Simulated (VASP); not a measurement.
# GaN: single point with r2SCAN

The system is GaN.

```xyz
4
Lattice="3.1778 0.0000 0.0000 -1.5889 2.7520 0.0000 0.0000 0.0000 5.1748" Properties=species:S:1:pos:R:3 pbc="T T T"
Ga    0.0000    1.8347   -0.0046
Ga    1.5889    0.9173    2.5828
N     0.0000    1.8347    1.9451
N     1.5889    0.9173    4.5325
```

* Program: VASP 6.6.1
* Task: single point
* Functional: r2SCAN
* Potentials or basis: VASP PAW PBE potentials, release 64 (Ga_d, N)
* Cutoff: 520 eV
* k mesh: 8 × 8 × 4
* Occupations: gaussian, width 0.01 eV
* Spin: no spin polarisation
* Dipole correction: no
* Further INCAR settings: ALGO = Normal; EDIFF = 1e-06; NBANDS = 26

```
Pressure               : 2.1 GPa
Largest force          : 0.006 eV/Å
Band gap on the k mesh : 2.38 eV, direct
```

Forces in eV/Å, atoms in the order of the input:
```
Ga   0.000  0.000  0.006
Ga   0.000  0.000  0.006
N    0.000  0.000 -0.006
N    0.000  0.000 -0.006
```

Stress tensor (GPa, compression positive):
```
2.15 0.00 0.00
0.00 2.15 0.00
0.00 0.00 1.99
```

Levels at points of the mesh, in eV from the valence-band top:
```csv
k point,band 14,band 15,band 16,band 17,band 18,band 19,band 20,band 21,band 22,band 23
"(0.00, 0.00, 0.00)",-1.07,-1.07,-0.04,0.00,0.00,2.38,4.85,9.99,10.62,10.62
"(0.50, 0.00, 0.00)",-5.41,-4.32,-2.85,-2.25,-1.04,5.60,6.15,6.56,9.40,11.09
"(0.00, 0.00, 0.50)",-3.94,-0.55,-0.55,-0.55,-0.55,4.80,4.80,9.21,9.21,11.14
"(0.50, 0.00, 0.50)",-6.75,-2.02,-2.02,-1.96,-1.96,4.91,4.91,8.45,8.45,10.80
```

Wall time 43 s on 1 thread of Intel(R) Xeon(R) 6975P-C (Granite Rapids) (shared host), peak memory 0.18 GiB.

Caveat: the PAW data sets were made with another functional, which shifts forces and pressure a little. r2SCAN opens gaps a little over a GGA but as a rule still falls short of measured ones.
